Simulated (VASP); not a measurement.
A run of VASP 6.6.1 is set up as follows.

The input INCAR:

```
PREC     = Accurate       # precision mode
ENCUT    = 840            # plane-wave cutoff, eV
EDIFF    = 1E-6           # SCF threshold, eV
ISMEAR   = 0              # smearing method
SIGMA    = 0.05           # smearing width, eV
LREAL    = False          # projectors in reciprocal space
LASPH    = True           # aspherical terms in the spheres
NELM     = 120            # most SCF steps
ALGO     = Normal         # electronic algorithm
ISIF     = 2              # what is computed and relaxed
LWAVE    = False          # write WAVECAR
LCHARG   = True           # write CHGCAR
GGA      = PE             # functional
LELF     = True           # ELF
LVHAR    = True         
NBANDS   = 15             # bands
GGA_COMPAT= False
```

Contents of KPOINTS:

```
regular mesh
0
Gamma
  10 10 10
```

File POSCAR:

```
MgO
1.0
    0.0000000000      2.0916941252      2.0916941252
    2.0916941252      0.0000000000      2.0916941252
    2.0916941252      2.0916941252      0.0000000000
Mg O
1 1
Direct
    0.0066530921      0.0066530921     -0.0066530921
    0.4898929056      0.4898929056      0.5101070944
```

Potentials or basis: VASP PAW PBE potentials, release 64 (Mg_sv, O).

The run is started by

```bash
$ cat potpaw_PBE.64/Mg_sv/POTCAR potpaw_PBE.64/O/POTCAR > POTCAR
$ mpirun -np 1 vasp_std > vasp.out
```

Problem. What does it give for the band gap on the k mesh?

Solution. 4.94 eV.

Problem. Estimate the pressure.

Solution. 8.9 GPa.

Problem. What does it give for the largest force?

Solution. 0.444 eV/Å.

Stress tensor (GPa, compression positive):
```
 8.26  0.00  0.00
 0.00  8.26  0.00
 0.00  0.00 10.23
```

Caveat: the cell differs from its parent crystal (atoms displaced along a vibrational mode, the cell strained); the cell stands under pressure.
